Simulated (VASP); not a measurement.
AlN: single point with PBEsol

AlN:

```
CELL_PARAMETERS angstrom
3.04878 0.00000 0.00000
-1.52439 2.64032 0.00000
0.00000 0.00000 4.97800
ATOMIC_POSITIONS crystal
Al 0.33333 0.66667 0.00000
Al 0.66667 0.33333 0.50000
N 0.33333 0.66667 0.38500
N 0.66667 0.33333 0.88500
```

This cell differs from its parent crystal: equal xx and yy strain of -2 %.

```yaml
Program: VASP 6.6.1
Task: single point
Functional: PBEsol
Potentials_or_basis: VASP PAW PBE potentials, release 64 (Al, N)
Cutoff: 520 eV
k_mesh: 11 × 11 × 6
Occupations: fermi-dirac, width 0.02 eV
Spin: no spin polarisation
Dipole_correction: no
Further_INCAR_settings: ALGO = Normal; EDIFF = 1e-07; NBANDS = 16
```

* Pressure: 10.0 GPa
* Largest force: 0.443 eV/Å
* Band gap on the k mesh: 4.50 eV, direct

Forces in eV/Å, atoms in the order of the input:
```
Al   0.000  0.000  0.443
Al   0.000  0.000  0.443
N    0.000  0.000 -0.443
N    0.000  0.000 -0.443
```

Stress tensor (GPa, compression positive):
```
13.94  0.00  0.00
 0.00 13.94  0.00
 0.00  0.00  2.06
```

Levels at points of the mesh, in eV from the valence-band top:
| k point | band 4 | band 5 | band 6 | band 7 | band 8 | band 9 | band 10 | band 11 | band 12 | band 13 |
| --- | --- | --- | --- | --- | --- | --- | --- | --- | --- | --- |
| (0.00, 0.00, 0.00) | -0.81 | -0.81 | -0.20 | -0.20 | 0.00 | 4.50 | 7.17 | 10.81 | 11.55 | 11.55 |
| (0.00, 0.00, 0.50) | -3.47 | -0.52 | -0.52 | -0.52 | -0.52 | 6.87 | 6.87 | 10.50 | 10.50 | 11.87 |

Wall time 23 s on 1 thread of AMD EPYC 9R45 96-Core Processor (Zen 5), with other jobs on the host, peak memory 0.14 GiB.

Caveat: the cell differs from its parent crystal (equal xx and yy strain of -2 %); the PAW data sets were made with another functional, which shifts forces and pressure a little. A k mesh can miss the band edges.
